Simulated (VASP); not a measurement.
# MgI2 (P-3m1) in VASP: further runs

The runs below take MgI2 through electric field gradients, with PBEsol.

All numbers are computed with VASP 6.6.1; they aren't measurements. Logs are shortened: lines on timing, memory, paths and dates and some standing lists are left out, and cuts for length are marked.

## (1) The cell of the first run

Symmetry: P-3m1, No. 164, trigonal system. Conventional cell: a = 4.069 Å, b = 4.069 Å, c = 6.722 Å, α = 90.00°, β = 90.00°, γ = 120.00°. Within 3.8 Å of Mg (site symmetry -3m) lie 6 I at 2.86 Å. Within 3.8 Å of I (site symmetry 3m) lie 3 Mg at 2.86 Å.

## (2) Electric field gradients, PBEsol (volume scaled by 0.94)

INCAR

```
SYSTEM = MgI2
ALGO = Normal
EDIFF = 1E-8
ENCUT = 520
GGA = PS
ISIF = 2
ISMEAR = -1
LASPH = .True.
LCHARG = .False.
LEFG = .True.
LREAL = .False.
LWAVE = .False.
NBANDS = 15
NELM = 60
PREC = Accurate
SIGMA = 0.03
```

KPOINTS

```
k-points
0
Gamma
  7 7 4
  0 0 0
```

POSCAR

```
MgI2
1.0
    4.0689069387      0.0000000000      0.0000000000
   -2.0344534694      3.5237767745      0.0000000000
    0.0000000000      0.0000000000      6.7219198780
Mg I
1 2
Direct
    0.0000000000      0.0000000000      0.0000000000
    0.3333333333      0.6666666667      0.7576300000
    0.6666666667      0.3333333333      0.2423700000
```

Potentials or basis: VASP PAW PBE potentials, release 64 (Mg, I).

Run with:

```console
cat potpaw_PBE.64/Mg/POTCAR potpaw_PBE.64/I/POTCAR > POTCAR
mpirun -np 1 vasp_std > vasp.out
```

OUTCAR:

```text
SYSTEM = MgI2
   EDIFF = 1E-8
   ENCUT = 520
   GGA = PS
   ISIF = 2
   ISMEAR = -1
   LASPH = .True.
   LREAL = .False.
   NELM = 60
   PREC = Accurate

 ion  position               nearest neighbor table
   1  0.000  0.000  0.000-   2 2.86   3 2.86   2 2.86   3 2.86   3 2.86   2 2.86
   2  0.333  0.667  0.758-   1 2.86   1 2.86   1 2.86
   3  0.667  0.333  0.242-   1 2.86   1 2.86   1 2.86

  LATTYP: Found a hexagonal cell.
 ALAT       =     4.0689069387
 C/A-ratio  =     1.6520210413

  Lattice vectors:

 A1 = (   4.0689069387,   0.0000000000,   0.0000000000)
 A2 = (  -2.0344534694,   3.5237767745,   0.0000000000)
 A3 = (   0.0000000000,   0.0000000000,   6.7219198780)

Analysis of symmetry for initial positions (statically):
=====================================================================
 Subroutine PRICEL returns:
 Original cell was already a primitive cell.

 Routine SETGRP: Setting up the symmetry group for a
 hexagonal supercell.

 Subroutine GETGRP returns: Found 12 space group operations
 (whereof 12 operations were pure point group operations)
 out of a pool of 24 trial point group operations.
[... 9 lines left out ...]
 hexagonal supercell.

 Subroutine GETGRP returns: Found 12 space group operations
 (whereof 12 operations were pure point group operations)
 out of a pool of 24 trial point group operations.

The dynamic configuration has the point symmetry D_3d.

 Subroutine INISYM returns: Found 12 space group operations
 (whereof 12 operations are pure point group operations),
 and found     1 'primitive' translations

----------------------------------------------------------------------------------------

                                     Primitive cell

  volume of cell :      96.3783

  direct lattice vectors                    reciprocal lattice vectors
     4.068906939  0.000000000  0.000000000     0.245766250  0.141893211  0.000000000
    -2.034453469  3.523776774  0.000000000     0.000000000  0.283786421  0.000000000
     0.000000000  0.000000000  6.721919878     0.000000000  0.000000000  0.148767022

  length of vectors
     4.068906939  4.068906939  6.721919878     0.283786421  0.283786421  0.148767022

  position of ions in fractional coordinates (direct lattice)
     0.000000000  0.000000000  0.000000000
     0.333333333  0.666666667  0.757630000
     0.666666667  0.333333333  0.242370000

  ion indices of the primitive-cell ions
   primitive index   ion index
                 1           1
                 2           2
                 3           3

----------------------------------------------------------------------------------------

 KPOINTS: k-points

Automatic generation of k-mesh.
 Grid dimensions read from file:
 generate k-points for:    7    7    4

 Generating k-lattice:

  Cartesian coordinates                     Fractional coordinates (reciprocal lattice)
     0.035109464  0.020270459  0.000000000     0.142857143  0.000000000  0.000000000
     0.000000000  0.040540917  0.000000000     0.000000000  0.142857143  0.000000000
     0.000000000  0.000000000  0.037191755     0.000000000  0.000000000  0.250000000

  Length of vectors
     0.040540917  0.040540917  0.037191755

  Shift w.r.t. Gamma in fractional coordinates (k-lattice)
     0.000000000  0.000000000  0.000000000

 Subroutine IBZKPT returns following result:
 ===========================================

 Found     28 irreducible k-points:

 Following reciprocal coordinates:
            Coordinates               Weight
  0.000000  0.000000  0.000000      1.000000
  0.142857 -0.000000  0.000000      6.000000
  0.285714  0.000000  0.000000      6.000000
  0.428571  0.000000  0.000000      6.000000
  0.142857  0.142857  0.000000      6.000000
  0.285714  0.142857  0.000000     12.000000
[... 16 lines left out ...]
  0.285714  0.000000  0.500000      6.000000
  0.428571  0.000000  0.500000      6.000000
 [... further k-points ...]
   k-points           NKPTS =     28   k-points in BZ     NKDIM =     28   number of bands    NBANDS=     15
   number of dos      NEDOS =    301   number of ions     NIONS =      3
   total plane-waves  NPLWV =  45000
   dimension x,y,z NGX =    30 NGY =   30 NGZ =   50
   dimension x,y,z NGXF=    60 NGYF=   60 NGZF=  100
   ions per type =               1   2
   NGX,Y,Z   is equivalent  to a cutoff of  12.26, 12.26, 12.37 a.u.
   NGXF,Y,Z  is equivalent  to a cutoff of  24.51, 24.51, 24.73 a.u.
 SYSTEM =  MgI2
   PREC   = accura    normal or accurate (medium, high low for compatibility)
   ISTART =      0    job   : 0-new  1-cont  2-samecut
   ICHARG =      2    charge: 1-file 2-atom 10-const
   ISPIN  =      1    spin polarized calculation?
   LNONCOLLINEAR =      F non collinear calculations
   LSORBIT =      F    spin-orbit coupling
   LASPH  =      T    aspherical Exc in radial PAW
   ENCUT  =  520.0 eV  38.22 Ry    6.18 a.u.   7.57  7.57 12.50*2*pi/ulx,y,z
   NELM   =     60;   NELMIN=  2; NELMDL= -5     # of ELM steps
   EDIFF  = 0.1E-07   stopping-criterion for ELM
   LREAL  =      F    real-space projection
   EDIFFG = 0.1E-06   stopping-criterion for IOM
   NSW    =      0    number of steps for IOM
   IBRION =     -1    ionic relax: 0-MD 1-quasi-New 2-CG
   NFREE  =      0    steps in history (QN), initial steepest desc. (CG)
   ISIF   =      2    stress and relaxation
   ISYM   =      2    0-nonsym 1-usesym 2-fastsym
   POTIM  = 0.5000    time-step for ionic-motion
   TEBEG  =    0.0;   TEEND  =   0.0 temperature during run
   PSTRESS=    0.0 pullay stress
   NELECT =      16.0000    total number of electrons
   NUPDOWN=      -1.0000    fix difference up-down
   EMIN   =  10.00;   EMAX   =-10.00  energy-range for DOS
   EFERMI =   0.00;   METHOD = LEGACY
   ISMEAR =    -1;   SIGMA  =   0.03  broadening in eV -4-tet -1-fermi 0-gaus
   EFERMI_NEDOS =   21; number of points for ismear=-14 and -15
   IALGO  =     38    algorithm
   IMIX   =      4    mixing-type and parameters
     AMIX     =   0.40;   BMIX     =  1.00
     AMIX_MAG =   1.60;   BMIX_MAG =  1.00
  volume/ion in A,a.u.               =      32.13       216.80
  Fermi-wavevector in a.u.,A,eV,Ry     =   0.899750  1.700280 11.014588  0.809549
  Thomas-Fermi vector in A             =   2.022622
   LORBIT       =      0    0 simple, 1 ext, 2 COOP (PROOUT), +10 PAW based schemes
   GGA     = PS    functional components
   LHFCALC =     F    Hartree Fock is set to
   AEXX    =    0.0000 exact exchange contribution
   IVDW    =     0    specifies the selected vdW correction
   LEPSILON=     F    determine dielectric tensor
   LRPA    =     F    only Hartree local field effects (RPA)
 non-spin polarized calculation
  energy-cutoff  :      520.00
  volume of cell :       96.38
 maximum number of plane-waves:      2617
 NGX is ok and might be reduce to    30
   NGX = 15   NGY = 15   NGZ = 25

 number of electron      15.9999998 magnetization

 Free energy of the ion-electron system (eV)
  ---------------------------------------------------
  ext. energy  EPLUGINS =         0.00000000
  ---------------------------------------------------
  free energy    TOTEN  =        -8.38967417 eV

  energy without entropy =       -8.38967417  energy(sigma->0) =       -8.38967417

 E-fermi :   3.4469     XC(G=0):  -8.6339

 val. band max:        2.8404199908   @ k =   0.0000   0.0000   0.0000
 cond. band min:       6.3246025873   @ k =   0.4286   0.0000   0.2500
 fundamental gap:      3.4841825966
 Fermi energy:         3.4469032020

 k-point     1 :       0.0000    0.0000    0.0000
  band No.  band energies     occupation
      1      -9.5966      2.00000
      2      -8.7513      2.00000
      3      -1.0691      2.00000
      4       2.2977      2.00000
      5       2.2977      2.00000
      6       2.7422      2.00000
      7       2.7422      2.00000
      8       2.8404      2.00000
      9       6.6658      0.00000
     10       7.4638      0.00000
     11       9.5102      0.00000
     12       9.5102      0.00000
     13      10.1566      0.00000
     14      10.8802      0.00000
     15      10.8802      0.00000
[... 397 lines left out ...]
 k-point    24 :       0.4286    0.0000    0.5000
  band No.  band energies     occupation
      1      -8.7353      2.00000
      2      -8.5833      2.00000
      3      -1.1328      2.00000
      4      -0.6546      2.00000
      5       1.4934      2.00000
      6       1.5353      2.00000
      7       1.8866      2.00000
      8       2.0541      2.00000
      9       6.4411      0.00000
     10       7.8489      0.00000
     11       8.4564      0.00000
     12       8.8387      0.00000
     13      10.6808      0.00000
     14      12.7554      0.00000
     15      13.0249      0.00000

 [... further k-points ...]
[... 5 lines left out ...]
  --------------------------------------------------------------------------------------
  -------------------------------------------------------------------------------------
  Total        1.0875222      1.0875222      1.2779345     -0.0000000     -0.0000000      0.0000000
  in kB       18.0787843     18.0787843     21.2441665     -0.0000000     -0.0000000      0.0000000
  external PRESSURE =      19.1339117 kB  Pullay stress =       0.0000000 kB

 VOLUME and BASIS-vectors are now :
 -----------------------------------------------------------------------------
  energy-cutoff  :      520.00
  volume of cell :       96.38
      direct lattice vectors                 reciprocal lattice vectors
     4.068906939  0.000000000  0.000000000     0.245766250  0.141893211  0.000000000
    -2.034453469  3.523776774  0.000000000     0.000000000  0.283786421  0.000000000
     0.000000000  0.000000000  6.721919878     0.000000000  0.000000000  0.148767022

 POSITION                                       TOTAL-FORCE (eV/Angst)
 -----------------------------------------------------------------------------------
      0.00000      0.00000      0.00000        -0.000000      0.000000      0.000000
     -0.00000      2.34918      5.09273        -0.000000      0.000000     -0.284800
      2.03445      1.17459      1.62919         0.000000      0.000000      0.284800
 -----------------------------------------------------------------------------------
    total drift:                                0.000000     -0.000000     -0.000000

  FREE ENERGIE OF THE ION-ELECTRON SYSTEM (eV)
  ---------------------------------------------------
  free  energy   TOTEN  =        -8.3896741702 eV

  energy  without entropy=       -8.3896741702  energy(sigma->0) =       -8.38967417

 Electric field gradients (V/A^2)
---------------------------------------------------------------------
 ion       V_xx      V_yy      V_zz      V_xy      V_xz      V_yz
---------------------------------------------------------------------
   1      -0.105    -0.105     0.209     0.000     0.000    -0.000
   2      24.427    24.426   -48.853    -0.000    -0.000     0.000
   3      24.427    24.426   -48.853    -0.000    -0.000     0.000
---------------------------------------------------------------------

 Electric field gradients after diagonalization (V/A^2)
 (convention: |V_zz| > |V_xx| > |V_yy|)
----------------------------------------------------------------------
 ion       V_xx      V_yy      V_zz     asymmetry (V_yy - V_xx)/ V_zz
----------------------------------------------------------------------
   1      -0.105    -0.105     0.209       0.000
   2      24.427    24.426   -48.853       0.000
   3      24.427    24.426   -48.853       0.000
----------------------------------------------------------------------

           NMR quadrupolar parameters

 Cq : quadrupolar parameter    Cq=e*Q*V_zz/h
 eta: asymmetry parameters     (V_yy - V_xx)/ V_zz
 Q  : nuclear electric quadrupole moment in mb (millibarn)
----------------------------------------------------------------------
 ion       Cq(MHz)       eta       Q (mb)
----------------------------------------------------------------------
   1       0.001       0.000       1.000
   2      -0.118       0.000       1.000
   3      -0.118       0.000       1.000
----------------------------------------------------------------------
```

Wall time 20 s (1 thread of Intel Xeon 6975P-C (Granite Rapids), shared host); peak memory 0.21 GiB.

Results:

* Free energy: -8.3897 eV
* Pressure: 1.9 GPa
* Largest force: 0.285 eV/Å
* Band gap on the k mesh: 3.48 eV, indirect (least direct gap 3.83 eV)

Forces in eV/Å, atoms in the order of the input:
```
Mg   0.000  0.000  0.000
I    0.000  0.000 -0.285
I    0.000  0.000  0.285
```

Levels at points of the mesh, in eV from the valence-band top:
```csv
k point,band 6,band 7,band 8,band 9,band 10,band 11
"(0.00, 0.00, 0.00)",-0.10,-0.10,0.00,3.83,4.62,6.67
"(0.00, 0.00, 0.50)",-0.43,-0.22,-0.22,4.76,4.80,6.47
```

Electric field gradients, principal values (V/Å²):
```csv
atom,least,middle,greatest (by size)
1 Mg,-0.105,-0.105,0.209
2 I,24.426,24.427,-48.853
3 I,24.426,24.427,-48.853
```

Caveat: without QUAD_EFG the Cq values of the log hold for a quadrupole moment of 1 mb, not for the nuclei; the PAW data sets were made with another functional, which shifts forces and pressure a little; spin-orbit coupling is left out, which moves the levels of the heavy elements; this functional lacks dispersion, which binds the layers, so the pressure and a relaxed spacing across them are unreliable. A k mesh can miss the band edges.

(Continued in part 2 of 2.)
